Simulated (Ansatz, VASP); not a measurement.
## HfSiO4: VASP beside Ansatz

```xyz
12
Lattice="-3.3233 3.3233 3.0073 3.3233 -3.3233 3.0073 3.3233 3.3233 -3.0073" Properties=species:S:1:pos:R:3 pbc="T T T"
Hf    0.0000    0.0000    0.0000
Hf    0.0000    3.3233    1.5036
Si    3.3233    0.0000    1.5036
Si    0.0000    0.0000    3.0073
O     3.3233    2.0991   -1.0892
O     4.5475    0.0000    0.4144
O     2.0991    0.0000    0.4144
O     0.0000    1.2242    1.9181
O     2.0991    3.3233    1.0892
O     3.3233    1.2242    2.5928
O     3.3233   -1.2242    2.5928
O     1.2242    0.0000    4.0965
```

Alike in both runs: functional PBE; k mesh 6 × 6 × 6; occupations gaussian, width 0.02 eV; no spin polarisation.

Ansatz relaxed the structure, and its values are those at the end. VASP's run is a single point on that final structure, the one shown.

```csv
,VASP,Ansatz
version,VASP 6.6.1,Ansatz 0.2.0
potentials or method,"VASP PAW PBE potentials, release 64 (Hf_pv, Si, O), cutoff 520 eV","scalar-relativistic, plane waves, PAW"
valence electrons in the cell,76,108
```

```csv
,VASP,Ansatz,Ansatz less VASP
gap on the k mesh at the Fermi level (eV),5.27,5.33,+0.060
least direct gap on the mesh (eV),5.59,5.65,+0.056
pressure (GPa),-1.7,0.0,+1.67
rms of the force components (eV/Å),0.085,0.000,-0.0849
```

VASP's potentials hold 76 valence electrons a cell and Ansatz's 108, so a difference there can come from the potentials and not from the codes.

Neither program's run includes spin-orbit coupling.
